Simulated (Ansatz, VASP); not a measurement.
# One calculation of WS2, two programs

Contents of INCAR:

```
PREC = Accurate
ENCUT = 520
EDIFF = 1E-6
ISMEAR = 0
SIGMA = 0.02
LREAL = F
LASPH = T
NELM = 80
ALGO = Normal
ISIF = 2
LWAVE = F
LCHARG = F
GGA = PS
NBANDS = 49
```

The input KPOINTS:

```
Automatic mesh
0
Gamma
  12 12 2
```

File POSCAR:

```
WS2
1.0
    3.0056510548      0.0000000000      0.0000000000
   -1.5028255274      2.6029701684      0.0000000000
    0.0000000000      0.0000000000     18.2929761449
W S
3 6
Direct
    0.6666666667      0.3333333333      0.3326837023
    0.3333333333      0.6666666667      0.6660170356
    0.0000000000      0.0000000000      0.9993503689
    0.3333333333      0.6666666667      0.2442928298
    0.6666666667      0.3333333333      0.0876568012
    0.0000000000      0.0000000000      0.5776261632
    0.3333333333      0.6666666667      0.4209901345
    0.6666666667      0.3333333333      0.9109594965
    0.0000000000      0.0000000000      0.7543234679
```

Input for Ansatz:

```yaml
crystal:
  lattice:
    - [3.0056510548, 0.0, 0.0]
    - [-1.5028255274, 2.6029701684, 0.0]
    - [0.0, 0.0, 18.2929761449]
  atoms:
    - { symbol: W, position: [0.6666666667, 0.3333333333, 0.3326837023] }
    - { symbol: W, position: [0.3333333333, 0.6666666667, 0.6660170356] }
    - { symbol: W, position: [0.0, 0.0, 0.9993503689] }
    - { symbol: S, position: [0.3333333333, 0.6666666667, 0.2442928298] }
    - { symbol: S, position: [0.6666666667, 0.3333333333, 0.0876568012] }
    - { symbol: S, position: [0.0, 0.0, 0.5776261632] }
    - { symbol: S, position: [0.3333333333, 0.6666666667, 0.4209901345] }
    - { symbol: S, position: [0.6666666667, 0.3333333333, 0.9109594965] }
    - { symbol: S, position: [0.0, 0.0, 0.7543234679] }
basis:
  ecutwfc: 420
kpoints:
  mp_grid: { grid: [12, 12, 2] }
  band_path: { path: [VBM, CBM], npoints: 2 }
hamiltonian:
  xc: pbesol
scf:
  occupations: { method: gaussian, width: 0.02 }
output:
  forces: true
  stress: true
  eigenvalues: true
checkpoint:
  read: start.run
  write: ck
  compress: false
  write_wavefunctions: false
  write_every: 100000
```

Alike in both runs: task single point; functional PBEsol; k mesh 12 × 12 × 2; occupations gaussian, width 0.02 eV; no spin polarisation.

|  | VASP | Ansatz |
| --- | --- | --- |
| version | VASP 6.6.1 | Ansatz 0.2.0 |
| potentials or method | VASP PAW PBE potentials, release 64 (W_sv, S), cutoff 520 eV | scalar-relativistic, plane waves, PAW |
| valence electrons in the cell | 78 | 78 |

```csv
,VASP,Ansatz,Ansatz less VASP
gap on the k mesh at the Fermi level (eV),0.98,0.96,-0.020
least direct gap on the mesh (eV),2.17,2.16,-0.010
pressure (GPa),12.8,12.6,-0.16
"traceless stress, the component that is largest in VASP (GPa)",-9.66,-9.63,+0.032
rms of the force components (eV/Å),0.011,0.001,-0.0104
```

VASP's potentials were made for PBE, not for PBEsol. Atom by atom the forces differ by 0.011 eV/Å (rms over components). The functional is the same, so the differences come from potentials, cutoffs and numerics.

Spin-orbit coupling is off throughout.
